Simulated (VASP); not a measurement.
Input of a VASP 6.6.1 run:

File INCAR:

```
SYSTEM = Al3GaO6
ALGO = Normal ; EDIFF = 1E-6
ENCUT = 600 ; GGA = PE
GGA_COMPAT = .FALSE. ; ISIF = 2
ISMEAR = 0 ; LASPH = .TRUE.
LCHARG = .TRUE. ; LELF = .TRUE.
LREAL = .FALSE. ; LVHAR = .TRUE.
LWAVE = .FALSE. ; NBANDS = 40
NELM = 120 ; PREC = Accurate
SIGMA = 0.1
```

File KPOINTS:

```
k-points
0
G
  4 4 4
  0 0 0
```

The input POSCAR:

```
Al3GaO6
1.0
   -2.4355856015      4.2185580080      0.0000000000
   -4.8711712030      0.0000000000      0.0000000000
   -2.4355856015      1.4061860027      4.4147245870
Al Ga O
3 1 6
Direct
    0.8520316513      0.8520316513      0.4439050461
    0.6464617280      0.6464617280      0.0606148160
    0.1510246814      0.1510246814      0.5469259558
    0.3585856762      0.3585856762      0.9242429714
    0.0418518745      0.7657463231      0.7495416260
    0.7657463231      0.4428601764      0.7495416260
    0.4428601764      0.0418518745      0.7495416260
    0.9336254372      0.2513770709      0.2585621109
    0.2513770709      0.5564353810      0.2585621109
    0.5564353810      0.9336254372      0.2585621109
```

Potentials or basis: VASP PAW PBE potentials, release 64 (Al, Ga_d, O).

Run with:

```bash
$ cat potpaw_PBE.64/Al/POTCAR potpaw_PBE.64/Ga_d/POTCAR potpaw_PBE.64/O/POTCAR > POTCAR
$ mpirun -np 1 vasp_std > vasp.out
```

(1) Predict the band gap on the k mesh.

(2) What does it give for the pressure?

(3) What does it give for the largest force?

Answers

(1) 4.62 eV, indirect (least direct gap 4.63 eV).

(2) -0.2 GPa.

(3) 0.050 eV/Å.
